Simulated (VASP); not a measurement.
The system is HfSn2Se6.

```
Hf Sn Se
1.0
     6.87245    0.09720    0.04413
    -3.35204    5.63728   -0.06623
     0.04684   -0.05414    6.87570
Hf Sn Se
1 2 6
Direct
  0.99232 0.99448 0.99077
  0.67743 0.33201 0.01181
  0.30280 0.61875 0.00853
  0.33388 0.35442 0.76204
  0.03172 0.69001 0.77342
  0.66523 0.98715 0.77726
  0.01128 0.36064 0.22058
  0.66533 0.66073 0.21720
  0.32001 0.00181 0.23840
```

```yaml
Program: VASP 6.6.1
Task: relaxation of cell and atoms
Functional: PBE
Potentials_or_basis: VASP PAW PBE potentials, release 64 (Hf_pv, Sn_d, Se)
Cutoff: 600 eV
k_mesh: 3 × 3 × 2
Occupations: gaussian, width 0.1 eV
Spin: no spin polarisation
```

At the start: pressure 1.9 GPa; volume 29.84 Å³/atom.

Problem. How do energy, volume and symmetry change on relaxing?

Solution. Over 31 steps the energy falls by 112.0 meV/atom and the volume is 30.75 Å³/atom (+3.0 %); space group P1 (No. 1, to 0.1 Å) before, Cm (No. 8, to 0.1 Å).

The path:
```csv
step,energy change (eV),largest force (eV/Å),pressure (GPa),volume (Å³)
1,0.0000,3.5947,1.93,268.59
2,-0.6306,0.9156,-2.65,282.77
3,-0.6393,0.8956,-2.22,280.89
4,-0.8836,0.5824,0.54,267.64
5,-0.8852,0.6067,0.81,266.56
6,-0.9567,0.3730,0.20,268.42
7,-0.9660,0.3961,-0.05,269.39
8,-0.9897,0.2358,-0.06,269.38
9,-0.9977,0.1487,-0.04,269.38
10,-1.0013,0.0684,0.09,268.97
11,-1.0016,0.0796,0.14,268.83
12,-1.0026,0.0620,-0.12,270.08
13,-1.0026,0.0498,-0.07,269.83
14,-1.0034,0.0467,0.02,269.75
15,-1.0034,0.0536,0.04,269.73
16,-1.0041,0.0343,0.03,270.13
17,-1.0046,0.0318,0.01,270.64
18,-1.0043,0.0861,-0.01,271.65
19,-1.0047,0.0464,0.00,270.98
20,-1.0052,0.0398,0.01,271.34
21,-1.0058,0.0306,0.03,271.94
22,-1.0060,0.0719,0.05,273.14
23,-1.0061,0.0524,0.04,272.64
24,-1.0067,0.0409,-0.01,273.46
25,-1.0072,0.0500,-0.10,274.88
26,-1.0077,0.0366,-0.01,275.04
27,-1.0078,0.0332,0.04,275.11
28,-1.0078,0.0327,0.05,275.13
29,-1.0080,0.0289,0.04,275.50
30,-1.0082,0.0287,0.00,276.37
31,-1.0084,0.0205,0.00,276.72
```

Final structure:
```yaml
crystal:
  lattice:
    - [6.68899, 0.00237, 0.04711]
    - [-3.34458, 5.78829, -0.02092]
    - [0.04802, 0.00114, 7.14584]
  atoms:
    - { symbol: Hf, position: [0.00314, 0.00219, 0.98827] }
    - { symbol: Sn, position: [0.66606, 0.33302, 0.00761] }
    - { symbol: Sn, position: [0.33288, 0.66655, 0.00321] }
    - { symbol: Se, position: [0.33713, 0.33244, 0.77706] }
    - { symbol: Se, position: [0.00133, 0.66571, 0.77863] }
    - { symbol: Se, position: [0.67021, 0.00172, 0.77940] }
    - { symbol: Se, position: [0.99816, 0.32734, 0.22230] }
    - { symbol: Se, position: [0.66844, 0.67303, 0.22080] }
    - { symbol: Se, position: [0.32265, 0.99800, 0.22272] }
```

Caveat: the k points lie up to 0.44 Å⁻¹ apart in the final cell.
